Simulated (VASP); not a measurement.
Write the native input for VASP 6.6.1 that does the following.

- Task: single point
- Functional: LDA
- Potentials or basis: VASP PAW LDA potentials, release 64 (Ba_sv, Zr_sv, O_h)
- Cutoff: 910 eV
- k mesh: 6 × 6 × 6
- Occupations: gaussian, width 0.05 eV
- Spin: no spin polarisation
- Dipole correction: no
- Further INCAR settings: ALGO = Normal; EDIFF = 1e-06; NBANDS = 28

The structure of BaZrO3 lies in POSCAR:

```
BaZrO3
1.0
    3.8052893064      0.0000000000      0.0000000000
    0.0000000000      4.3755642706      0.0000000000
    0.0000000000      0.0000000000      4.1474542849
Ba Zr O
1 1 3
Direct
    0.5000000000      0.5000000000      0.5000000000
    0.0000000000      0.0000000000      0.0000000000
    0.5000000000      0.0000000000      0.0000000000
    0.0000000000      0.5000000000      0.0000000000
    0.0000000000      0.0000000000      0.5000000000
```

This cell differs from its parent crystal: normal strain along x -0.0825, normal strain along y +0.0550.

One way to write it, as run:

INCAR

```
PREC     = Accurate       # precision mode
ENCUT    = 910            # plane-wave cutoff, eV
EDIFF    = 1E-6           # SCF threshold, eV
ISMEAR   = 0              # smearing method
SIGMA    = 0.05           # smearing width, eV
LREAL    = False          # projectors in reciprocal space
LASPH    = True           # aspherical terms in the spheres
NELM     = 120            # most SCF steps
ALGO     = Normal         # electronic algorithm
ISIF     = 2              # what is computed and relaxed
LWAVE    = False          # write WAVECAR
LCHARG   = False          # write CHGCAR
NBANDS   = 28             # bands
GGA_COMPAT= False
```

KPOINTS

```
Automatic mesh
0
Gamma
  6 6 6
```

Potentials or basis: VASP PAW LDA potentials, release 64 (Ba_sv, Zr_sv, O_h).

Command:

```sh
$ cat potpaw_LDA.64/Ba_sv/POTCAR potpaw_LDA.64/Zr_sv/POTCAR potpaw_LDA.64/O_h/POTCAR > POTCAR
$ mpirun -np 1 vasp_std > vasp.out
```

Results of the run:

```yaml
Pressure: 12.3 GPa
Band_gap_on_the_k_mesh: 2.55 eV
```

Caveat: the cell differs from its parent crystal (normal strain along x -0.0825, normal strain along y +0.0550); the cutoff is under 1.25 times the usual one of these potentials, so pressure, stress and relaxed cells hold a basis-set (Pulay) error; the cell stands under pressure; spin-orbit coupling is left out, which moves the levels of the heavy elements.

It took 2.6 min on 1 thread of Intel(R) Xeon(R) 6975P-C (Granite Rapids) (shared host), peak memory 0.41 GiB.
